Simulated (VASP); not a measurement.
# SiO2: single point with PBE

The system is SiO2.

```
Si O
1.0
     6.68012    0.00979   -0.19473
     0.00979    6.83899   -0.11972
    -0.19473   -0.11972    6.88672
Si O
7 14
Direct
  0.64001 0.35084 0.91073
  0.09134 0.69620 0.62283
  0.57795 0.73511 0.68395
  0.88208 0.96539 0.95072
  0.90168 0.37212 0.29671
  0.66767 0.00701 0.32518
  0.27636 0.17293 0.09460
  0.81639 0.18210 0.87474
  0.13895 0.00568 0.97572
  0.94634 0.78452 0.77010
  0.32741 0.73638 0.64800
  0.63375 0.88038 0.86357
  0.73538 0.45440 0.12415
  0.43142 0.05656 0.24862
  0.83124 0.92912 0.18137
  0.12004 0.31428 0.21729
  0.40992 0.30165 0.95822
  0.64638 0.82875 0.47882
  0.99150 0.54240 0.47210
  0.62027 0.50336 0.74673
  0.78727 0.21122 0.41432
```

* Program: VASP 6.6.1
* Task: single point
* Functional: PBE
* Potentials or basis: VASP PAW PBE potentials, release 64 (Si, O)
* Cutoff: 520 eV
* k mesh: 1 × 1 × 1
* Occupations: fermi-dirac, width 0.05 eV
* Spin: no spin polarisation
* Dipole correction: no
* Further INCAR settings: LREAL = Auto; ALGO = Normal; EDIFF = 1e-07; NBANDS = 72; ISYM = 0

| Quantity | Value |
| --- | --- |
| Pressure | -2.7 GPa |
| Largest force | 3.242 eV/Å |
| Band gap on the k mesh | 3.13 eV |

Forces on the atoms (eV/Å):
```
Si   1.829 -0.835  2.543
Si   1.712 -0.537 -0.055
Si  -0.230  0.347  0.315
Si  -0.591 -0.908 -1.231
Si   0.255  1.556 -0.706
Si  -1.385  0.003  1.144
Si  -0.831 -1.335  0.723
O   -1.030  1.879 -0.262
O   -0.323  0.554  0.569
O    0.001  0.007  0.336
O   -1.711 -0.542 -0.525
O    0.012  0.182  0.965
O    1.194 -0.344  0.916
O    1.128  0.309  0.202
O    0.907 -0.480 -1.354
O    0.345 -0.369 -0.415
O   -0.245 -0.270 -0.423
O    0.036 -0.066  0.087
O   -0.393 -0.233 -0.763
O    0.131  1.936 -2.511
O   -0.809 -0.856  0.445
```

Stress tensor (GPa, compression positive):
```
-6.79 -0.50 -3.13
-0.50 -0.81  1.10
-3.13  1.10 -0.55
```

Levels at points of the mesh, in eV from the valence-band top:
```
           k point  band 52  band 53  band 54  band 55  band 56  band 57  band 58  band 59  band 60  band 61
(0.00, 0.00, 0.00)    -1.02    -0.71    -0.61    -0.56     0.00     3.13     4.79     5.72     6.80     7.35
```

Run time: 62 s on 1 thread of Intel(R) Xeon(R) Platinum 8259CL CPU @ 2.50GHz (Skylake/Cascade Lake), on a shared host, peak memory 0.33 GiB.

Caveat: the k points lie up to 0.94 Å⁻¹ apart.
